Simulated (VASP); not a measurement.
InP:

```
CELL_PARAMETERS angstrom
0.00000 2.76883 2.76883
2.76883 0.00000 2.76883
2.76883 2.76883 0.00000
ATOMIC_POSITIONS crystal
In 0.00000 0.00000 0.00000
P 0.50000 0.50000 0.50000
```

| Quantity | Value |
| --- | --- |
| Program | VASP 6.6.1 |
| Task | relaxation of cell and atoms |
| Functional | RPBE |
| Dispersion | D4 |
| Potentials or basis | VASP PAW PBE potentials, release 64 (In_d, P) |
| Cutoff | 600 eV |
| k mesh | 8 × 8 × 8 |
| Occupations | fermi-dirac, width 0.05 eV |
| Spin | no spin polarisation |

At the start: pressure -3.7 GPa; volume 21.23 Å³/atom.

How do energy, volume and symmetry change on relaxing?

Over 3 steps the energy falls by 12.7 meV/atom and the volume is 20.19 Å³/atom (-4.9 %); space group Fm-3m (No. 225, to 0.05 Å).

The path:
| step | energy change (eV) | largest force (eV/Å) | pressure (GPa) | volume (Å³) |
| --- | --- | --- | --- | --- |
| 1 | 0.0000 | 0.0000 | -3.74 | 42.45 |
| 2 | -0.0201 | 0.0000 | 1.98 | 39.49 |
| 3 | -0.0254 | 0.0000 | 0.01 | 40.38 |

Final structure:
```
In P
1.0
     0.00000    2.72288    2.72288
     2.72288    0.00000    2.72288
     2.72288    2.72288    0.00000
In P
1 1
Direct
  0.00000 0.00000 0.00000
  0.50000 0.50000 0.50000
```

Caveat: the PAW data sets were made with another functional, which shifts forces and pressure a little; pairwise dispersion overbinds metals, which lowers pressure and volume.
